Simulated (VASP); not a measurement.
Write the native input for VASP 6.6.1 that does the following.

* Task: single point
* Functional: PBE
* Potentials or basis: VASP PAW PBE potentials, release 64 (Si, C)
* Cutoff: 520 eV
* k mesh: 4 × 3 × 2
* Occupations: fermi-dirac, width 0.01 eV
* Spin: no spin polarisation
* Dipole correction: no
* Further INCAR settings: LREAL = Auto; ALGO = Normal; EDIFF = 1e-06; NBANDS = 126

The structure of Si25C23 (a cell with a defect) (Moissanite) lies in POSCAR:

```
Si25C23
1.0
    6.1520000000      0.0000000000      0.0000000000
   -4.6140000000      7.9916824260      0.0000000000
    0.0000000000      0.0000000000     10.0960000000
Si C
25 23
Direct
    0.1666928962      0.2220625484     -0.0266356746
    0.1667662006      0.2223610496      0.5001843087
    0.1670080981      0.5551252572      0.0023309229
    0.1644965742      0.5567558543      0.5047436808
    0.1683303795      0.8899195308      0.0018061854
    0.1661794472      0.8868991044      0.5047906879
    0.6652299391      0.2204335908      0.0013869709
    0.6678257730      0.2236871912      0.5060424304
    0.6665774032      0.5562968848      0.0028071664
    0.6716669493      0.5580482481      0.5043705767
    0.6656761033      0.8888209000      0.0019843132
    0.6632040546      0.8856782385      0.5044038210
    0.3497649107      0.0982686504      0.2621135573
    0.3352253805      0.1096416274      0.7476728464
    0.3572312856      0.4745943960      0.2626174117
    0.3360258885      0.4478522232      0.7476524794
    0.3258741549      0.7731232241      0.2518871914
    0.3322376930      0.7769920181      0.7537862357
    0.7953598013      0.0956434725      0.2618994686
    0.8287870424      0.1090777784      0.7477272274
    0.8315812533      0.4427575711      0.2524763865
    0.8334453339      0.4448242434      0.7545442318
    0.8407401298      0.7827025484      0.2522977872
    0.8338719263      0.7778993515      0.7539096626
    0.1680585892      0.2248590953      0.1869598983
    0.1665918556      0.2222859881      0.6889167413
    0.1625701307      0.5574143689      0.1899315519
    0.1640947014      0.5562613073      0.6907643042
    0.1701439252      0.8863436033      0.1896182059
    0.1653361172      0.8867640706      0.6905521506
    0.6662009815      0.2213820212      0.1895941846
    0.6687471592      0.2248338466      0.6903544068
    0.6786525742      0.5636148573      0.1907463414
    0.6708513348      0.5570296263      0.6906896306
    0.6552640346      0.8809162885      0.1903246175
    0.6639854699      0.8857407768      0.6903668411
    0.3365378386      0.1087736016      0.4470731985
    0.3368484733      0.1083933451      0.9325490087
    0.3378808679      0.4501963665      0.4474110082
    0.3378781122      0.4500323421      0.9330225542
    0.3315995452      0.7767847358      0.4400144898
    0.3324588712      0.7771596295      0.9405526050
    0.8260898004      0.1080929618      0.4469484222
    0.8254415366      0.1079151844      0.9328443771
    0.8326914614      0.4438550488      0.4402270775
    0.8326244750      0.4440020168      0.9422354423
    0.8353913386      0.7793302236      0.4402093422
    0.8342621875      0.7785531911      0.9412937243
```

The input as run:

INCAR

```
SYSTEM = Si25C23
PREC     = Accurate       ! precision mode
ENCUT    = 520            ! plane-wave cutoff, eV
EDIFF    = 1E-6           ! SCF threshold, eV
ISMEAR   = -1             ! smearing method
SIGMA    = 0.01           ! smearing width, eV
LREAL    = Auto         
LASPH    = .True.         ! aspherical terms in the spheres
NELM     = 100            ! most SCF steps
ALGO     = Normal         ! electronic algorithm
ISIF     = 2              ! what is computed and relaxed
LWAVE    = .False.        ! write WAVECAR
LCHARG   = .False.        ! write CHGCAR
GGA      = PE             ! functional
NBANDS   = 126            ! bands
```

KPOINTS

```
Automatic mesh
0
Gamma
  4 3 2
  0 0 0
```

Potentials or basis: VASP PAW PBE potentials, release 64 (Si, C).

The run is started by

```bash
$ cat potpaw_PBE.64/Si/POTCAR potpaw_PBE.64/C/POTCAR > POTCAR
$ mpirun -np 1 vasp_std > vasp.out
```

Results of the run:

```
Pressure               : 10.4 GPa
Largest force          : 0.016 eV/Å
Band gap on the k mesh : 1.15 eV
```

Wall time 20 min on 1 thread of AMD EPYC 9R45 96-Core Processor (Zen 5), with other jobs on the host, peak memory 0.85 GiB.
